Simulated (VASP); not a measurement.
# Ca (Cmce) in VASP: a series of runs, part 2 of 2

VASP 6.6.1. Earlier steps stand in the parts before.

## 4. Single point, PBEsol

Input file INCAR:

```
SYSTEM = Ca
PREC     = Accurate       ! precision mode
ENCUT    = 520            ! plane-wave cutoff, eV
EDIFF    = 1E-6           ! SCF threshold, eV
ISMEAR   = -1             ! smearing method
SIGMA    = 0.1            ! smearing width, eV
LREAL    = .False.        ! projectors in reciprocal space
LASPH    = .True.         ! aspherical terms in the spheres
NELM     = 80             ! most SCF steps
ALGO     = Normal         ! electronic algorithm
ISIF     = 2              ! what is computed and relaxed
LWAVE    = .False.        ! write WAVECAR
LCHARG   = .False.        ! write CHGCAR
GGA      = PS             ! functional
NBANDS   = 28             ! bands
```

Input file KPOINTS:

```
Automatic mesh
0
Gamma
  5 5 4
  0 0 0
```

Input file POSCAR:

```
Ca
1.0
    3.4629657000     -3.6694915100      0.0000000000
    3.4629657000      3.6694915100      0.0000000000
    0.0000000000      0.0000000000      7.0091196500
Ca
4
Direct
    0.1617894600      0.8382105400      0.1965141100
    0.8382105400      0.1617894600      0.8034858900
    0.3382105400      0.6617894600      0.6965141100
    0.6617894600      0.3382105400      0.3034858900
```

Potentials or basis: VASP PAW PBE potentials, release 64 (Ca_sv).

Run with:

```
$ cat potpaw_PBE.64/Ca_sv/POTCAR > POTCAR
$ mpirun -np 1 vasp_std > vasp.out
```

OUTCAR:

```text
SYSTEM = Ca
   PREC = Accurate
   ENCUT = 520
   EDIFF = 1E-6
   ISMEAR = -1
   LREAL = .False.
   LASPH = .True.
   NELM = 80
   ISIF = 2
   GGA = PS

 ion  position               nearest neighbor table
   1  0.162  0.838  0.197-
   2  0.838  0.162  0.803-
   3  0.338  0.662  0.697-
   4  0.662  0.338  0.303-

  LATTYP: Found a base centered orthorhombic cell.
 ALAT       =     6.9259314000
 B/A-ratio  =     1.0596384221
 C/A-ratio  =     1.0120111282
[... 941 lines left out ...]

  FORCE on cell =-STRESS in cart. coord.  units (eV):
  Direction    XX          YY          ZZ          XY          YZ          ZX
  --------------------------------------------------------------------------------------
  -------------------------------------------------------------------------------------
  Total       -0.5382312     -1.0540958     -0.6957060      0.0000000      0.0000000      0.0000000
  in kB       -4.8409642     -9.4807594     -6.2573262      0.0000000      0.0000000      0.0000000
  external PRESSURE =      -6.8596833 kB  Pullay stress =       0.0000000 kB

 VOLUME and BASIS-vectors are now :
 -----------------------------------------------------------------------------
  energy-cutoff  :      520.00
  volume of cell :      178.13
      direct lattice vectors                 reciprocal lattice vectors
     3.462965700 -3.669491510  0.000000000     0.144384913 -0.136258661  0.000000000
     3.462965700  3.669491510  0.000000000     0.144384913  0.136258661  0.000000000
     0.000000000  0.000000000  7.009119650     0.000000000  0.000000000  0.142671270

 POSITION                                       TOTAL-FORCE (eV/Angst)
 -----------------------------------------------------------------------------------
      3.46297      2.48212      1.37739         0.000000     -0.019169     -0.036645
      3.46297     -2.48212      5.63173         0.000000      0.019169      0.036645
      3.46297      1.18737      4.88195         0.000000      0.019169     -0.036645
      3.46297     -1.18737      2.12717         0.000000     -0.019169      0.036645
 -----------------------------------------------------------------------------------
    total drift:                               -0.000000     -0.000000     -0.000000

  FREE ENERGIE OF THE ION-ELECTRON SYSTEM (eV)
  ---------------------------------------------------
  free  energy   TOTEN  =        -7.5022107195 eV

  energy  without entropy=       -7.3308779335  energy(sigma->0) =       -7.41654433
```

OSZICAR:

```text
N       E                     dE             d eps       ncg     rms          rms(c)
DAV:   1     0.390988395988E+03    0.39099E+03   -0.19553E+04  1520   0.128E+03
DAV:   2     0.176519636255E+02   -0.37334E+03   -0.36907E+03  1572   0.399E+02
DAV:   3    -0.504460438968E+01   -0.22697E+02   -0.22258E+02  2512   0.703E+01
DAV:   4    -0.742281433176E+01   -0.23782E+01   -0.23550E+01  2384   0.198E+01
DAV:   5    -0.753469051526E+01   -0.11188E+00   -0.11166E+00  2256   0.369E+00    0.471E+00
DAV:   6    -0.751292205818E+01    0.21768E-01   -0.70361E-02  2080   0.187E+00    0.273E+00
DAV:   7    -0.750266913746E+01    0.10253E-01   -0.55500E-02  1776   0.219E+00    0.178E-01
DAV:   8    -0.750207799934E+01    0.59114E-03   -0.71488E-03  2416   0.466E-01    0.185E-01
DAV:   9    -0.750217784150E+01   -0.99842E-04   -0.48607E-04  2184   0.130E-01    0.708E-02
DAV:  10    -0.750221848602E+01   -0.40645E-04   -0.15746E-04  1880   0.116E-01    0.391E-02
DAV:  11    -0.750221053361E+01    0.79524E-05   -0.16128E-05  2080   0.327E-02    0.262E-03
DAV:  12    -0.750221071954E+01   -0.18593E-06   -0.55139E-07  1232   0.600E-03
   1 F= -.75022107E+01 E0= -.74165443E+01  d E =-.171333E+00
```

It took 70 s on 1 thread of Intel Xeon Platinum 8488C (Sapphire Rapids), shared host; peak memory 0.32 GiB.

Results:

* Free energy: -7.5022 eV
* Pressure: -0.7 GPa
* Largest force: 0.041 eV/Å
* Band gap on the k mesh: zero (bands 20 and 21 overlap by 0.54 eV)

Forces in eV/Å, atoms in the order of the input:
```
Ca   0.000 -0.019 -0.037
Ca   0.000  0.019  0.037
Ca   0.000  0.019 -0.037
Ca   0.000 -0.019  0.037
```

Stress tensor (GPa, compression positive):
```
-0.48  0.00  0.00
 0.00 -0.95  0.00
 0.00  0.00 -0.63
```

Caveat: the PAW data sets were made with another functional, which shifts forces and pressure a little.

## 5. Single point, PBEsol

Input file INCAR:

```
ALGO     = Normal         # electronic algorithm
EDIFF    = 1E-6           # SCF threshold, eV
ENCUT    = 520            # plane-wave cutoff, eV
GGA      = PS             # functional
ISIF     = 2              # what is computed and relaxed
ISMEAR   = -1             # smearing method
LASPH    = True           # aspherical terms in the spheres
LCHARG   = True           # write CHGCAR
LELF     = True           # ELF
LREAL    = False          # projectors in reciprocal space
LVHAR    = True         
LWAVE    = False          # write WAVECAR
NBANDS   = 28             # bands
NELM     = 100            # most SCF steps
PREC     = Accurate       # precision mode
SIGMA    = 0.05           # smearing width, eV
```

Input file KPOINTS:

```
k-points
0
Gamma
  5 5 4
```

POSCAR is that of step 4.

Run with:

```
$ cat potpaw_PBE.64/Ca_sv/POTCAR > POTCAR
$ mpirun -np 1 vasp_std > vasp.out
```

It took 70 s on 1 thread of Intel Xeon Platinum 8488C (Sapphire Rapids), shared host; peak memory 0.32 GiB.

Results (log left out):

| Quantity | Value |
| --- | --- |
| Free energy | -7.4410 eV |
| Pressure | -0.7 GPa |
| Largest force | 0.041 eV/Å |
| Band gap on the k mesh | zero (bands 20 and 21 overlap by 0.54 eV) |

Forces on the atoms (eV/Å):
```
Ca   0.000 -0.023 -0.034
Ca   0.000  0.023  0.034
Ca   0.000  0.023 -0.034
Ca   0.000 -0.023  0.034
```

Stress tensor (GPa, compression positive):
```
-0.51  0.00  0.00
 0.00 -1.05  0.00
 0.00  0.00 -0.59
```

Levels at points of the mesh, in eV from the Fermi level:
```tsv
k point	band 17	band 18	band 19	band 20	band 21	band 22	band 23	band 24
(0.00, 0.00, 0.00)	-3.83	-1.15	-0.54	-0.05	0.38	0.95	0.99	1.24
(0.00, 0.00, 0.50)	-2.98	-2.98	0.02	0.02	0.68	0.68	1.24	1.24
```

Caveat: the PAW data sets were made with another functional, which shifts forces and pressure a little.

## 6. Overview

```csv
smearing,gap on the mesh (eV),pressure (GPa),largest force (eV/Å)
fermi-dirac 0.3 eV,none,-0.5,0.06
fermi-dirac 0.2 eV,none,-0.6,0.05
fermi-dirac 0.1 eV,none,-0.7,0.04
fermi-dirac 0.05 eV,none,-0.7,0.04
```

Alike in all rows: task single point; level PBEsol; potentials or basis VASP PAW PBE potentials, release 64 (Ca_sv); no spin polarisation; cell as given; k mesh 5 × 5 × 4; cutoff (eV) 520.

Caveats: the PAW data sets were made with another functional, which shifts forces and pressure a little; so wide a smearing shifts energies and pressures (at least some runs).

Absolute energies hang on the potentials; compare differences alone.
